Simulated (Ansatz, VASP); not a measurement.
# GaAs in VASP and in Ansatz

```xyz
20
Lattice="4.0010 0.0000 0.0000 0.0000 9.8004 0.0000 0.0000 0.0000 25.3949" Properties=species:S:1:pos:R:3 pbc="T T T"
Ga    2.0005    5.9324    8.3642
Ga    0.0000    3.2641    8.5480
Ga    2.0005    0.3545    9.6228
Ga    0.0000    6.5949   11.0982
Ga    2.0005    3.3774   12.1061
Ga    0.0000    0.1090   13.1992
Ga    2.0005    6.5668   14.5074
Ga    0.0000    3.5028   15.7677
Ga    2.0005   -0.1776   16.2068
Ga    0.0000    6.0552   17.5465
As    2.0005    3.9836    7.1721
As    0.0000    0.8238    8.3270
As    2.0005    7.6034   10.0149
As    0.0000    4.1495   10.9082
As    2.0005    0.9133   12.0534
As    0.0000    7.4534   13.4026
As    2.0005    4.1246   14.4569
As    0.0000    0.9845   15.5597
As    2.0005    7.3264   16.9261
As    0.0000    3.8282   18.1612
```

Alike in both runs: functional PBEsol; k mesh 9 × 4 × 1; occupations gaussian, width 0.05 eV; no spin polarisation.

Ansatz relaxed the structure, and its values are those at the end. VASP's run is a single point on that final structure, the one shown.

|  | VASP | Ansatz |
| --- | --- | --- |
| version | VASP 6.6.1 | Ansatz 0.2.0 |
| potentials or method | VASP PAW PBE potentials, release 64 (Ga_d, As), cutoff 520 eV | scalar-relativistic, plane waves, PAW |
| valence electrons in the cell | 180 | 280 |

```tsv
	VASP	Ansatz	Ansatz less VASP
gap on the k mesh at the Fermi level (eV)	none	none	-
rms of the force components (eV/Å)	0.009	0.005	-0.0040
work function, face that differs most (eV)	4.41	4.40	-0.006
```

VASP's potentials were made for PBE, not for PBEsol. A gap of «none» marks a metal or a gap that the smearing closes. VASP's potentials hold 180 valence electrons a cell and Ansatz's 280, so a difference there can come from the potentials and not from the codes.
